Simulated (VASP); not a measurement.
Wanted: the native input for a VASP 6.6.1 run.

| Item | Value |
| --- | --- |
| Task | single point |
| Functional | r2SCAN |
| Potentials or basis | VASP PAW PBE potentials, release 64 (N, Sb, La) |
| Cutoff | 520 eV |
| k mesh | 9 × 9 × 9 |
| Occupations | fermi-dirac, width 0.1 eV |
| Spin | no spin polarisation |
| Dipole correction | no |
| Further INCAR settings | ALGO = Normal; EDIFF = 1e-07; NBANDS = 26 |

The system is La2SbN2.

```xyz
5
Lattice="0.0000 4.1277 0.0000 4.1277 0.0000 0.0000 2.0638 2.0638 -6.9168" Properties=species:S:1:pos:R:3 pbc="T T T"
N     4.1277    2.0638   -3.4584
N     2.0638    4.1277   -3.4584
Sb    0.0000    0.0000    0.0000
La    2.0638    2.0638   -2.1580
La    4.1277    4.1277   -4.7588
```

These files were run (other wordings do the same):

POSCAR

```
La2SbN2
1.0
    0.0000000000      4.1276590000      0.0000000000
    4.1276590000      0.0000000000      0.0000000000
    2.0638300000      2.0638300000     -6.9168110000
N Sb La
2 1 2
Direct
    0.2500000000      0.7500000000      0.5000000000
    0.7500000000      0.2500000000      0.5000000000
    0.0000000000      0.0000000000      0.0000000000
    0.3440000000      0.3440000000      0.3120000000
    0.6560000000      0.6560000000      0.6880000000
```

INCAR.step1

```
  PREC = Accurate
  ENCUT = 520
  ISMEAR = -1
  SIGMA = 0.1
  LREAL = F
  LASPH = T
  NELM = 60
  NBANDS = 26
  GGA = PE
  ALGO = Normal
  EDIFF = 1E-4
  LWAVE = T
  LCHARG = F
```

INCAR.step2

```
  PREC = Accurate
  ENCUT = 520
  EDIFF = 1E-7
  ISMEAR = -1
  SIGMA = 0.1
  LREAL = F
  LASPH = T
  NELM = 60
  ALGO = Normal
  ISIF = 2
  LWAVE = F
  LCHARG = T
  METAGGA = R2SCAN
  LMIXTAU = T
  LELF = T
  LVHAR = T
  NBANDS = 26
  ISTART = 1
```

KPOINTS

```
regular mesh
0
Gamma
  9 9 9
```

Potentials or basis: VASP PAW PBE potentials, release 64 (N, Sb, La).

Run with:

```console
$ cat potpaw_PBE.64/N/POTCAR potpaw_PBE.64/Sb/POTCAR potpaw_PBE.64/La/POTCAR > POTCAR
$ cp INCAR.step1 INCAR
$ mpirun -np 1 vasp_std > vasp.out
$ cp INCAR.step2 INCAR
$ mpirun -np 1 vasp_std > vasp.out
```

It gave:

```
Pressure               : -3.0 GPa
Largest force          : 1.547 eV/Å
Band gap on the k mesh : zero (an odd number of electrons rules out a gap without spin polarisation)
```

Caveat: the cell stands under tension; the PAW data sets were made with another functional, which shifts forces and pressure a little; spin-orbit coupling is left out, which moves the levels of the heavy elements.

Wall time 21 min on 1 thread of Intel Xeon 8259CL (shared host), peak memory 0.44 GiB.
